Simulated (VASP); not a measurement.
Runs of VASP 6.6.1 on Rh. The structure is that of space group Fm-3m (No. 225), or close to it. The cells are those of the table. 

```csv
task,level,potentials or basis,spin,cell,cutoff (eV),second run,k mesh for the DOS,occupations for the DOS,gap on the mesh (eV),pressure (GPa)
relaxation of cell and atoms,PBE,"VASP PAW PBE potentials, release 64 (Rh_pv)",off,"relaxed from a = 2.712 Å, angles 60.0°, 1 atom",600,-,-,-,none,0.0
single point,PBE,"VASP PAW PBE potentials, release 64 (Rh_pv)",off,"a = 2.708 Å, angles 60.0°, 1 atom",520,-,-,-,none,0.0
single point,PBE,"VASP PAW PBE potentials, release 64 (Rh_pv)",off,"a = 2.802 Å, angles 60.0°, 1 atom",520,-,-,-,none,-20.1
single point,PBE,"VASP PAW PBE potentials, release 64 (Rh_pv)",off,"a = 2.796 Å, angles 60.0°, 1 atom",520,-,-,-,none,(b)
single point,PBE,"VASP PAW PBE potentials, release 64 (Rh_pv)",off,"a = 2.595 Å, angles 60.0°, 1 atom",520,-,-,-,none,45.7
single point,r2SCAN,"VASP PAW PBE potentials, release 64 (Rh_pv)",off,"a = 2.708 Å, angles 60.0°, 1 atom",520,-,-,-,none,-5.2
single point,r2SCAN,"VASP PAW PBE potentials, release 64 (Rh_sv_GW)",off,"a = 2.708 Å, angles 60.0°, 1 atom",580,valence_matched,-,-,none,-7.8
single point,PBE,"VASP PAW PBE potentials, release 64 (Rh_pv)",off,"a = 2.794 Å, angles 60.0°, 1 atom",520,-,-,-,none,-18.9
single point,PBE,"VASP PAW PBE potentials, release 64 (Rh_pv)","non-collinear, zero start, SOC","a = 2.708 Å, angles 60.0°, 1 atom",520,-,-,-,-,0.3
single point,PBE,"VASP PAW PBE potentials, release 64 (Rh_pv)",off,"a = 2.787 Å, angles 60.0°, 1 atom",520,-,-,-,none,(a)
single point,PBE,"VASP PAW PBE potentials, release 64 (Rh_pv)",off,"a = 2.684 Å, angles 60.0°, 1 atom",520,-,-,-,none,7.5
```

Alike in all rows: k mesh 18 × 18 × 18; smearing gaussian 0.1 eV.

Q: Estimate the missing entries.

A: (a) -17.7; (b) -19.1.

Caveats: the PAW data sets were made with another functional, which shifts forces and pressure a little (some runs).

A k mesh can miss the band edges, and rows without SOC leave out spin-orbit coupling on Rh.

A gap of «none» marks levels without a gap at the run's occupations.

The runs don't all hold the same shells in valence.
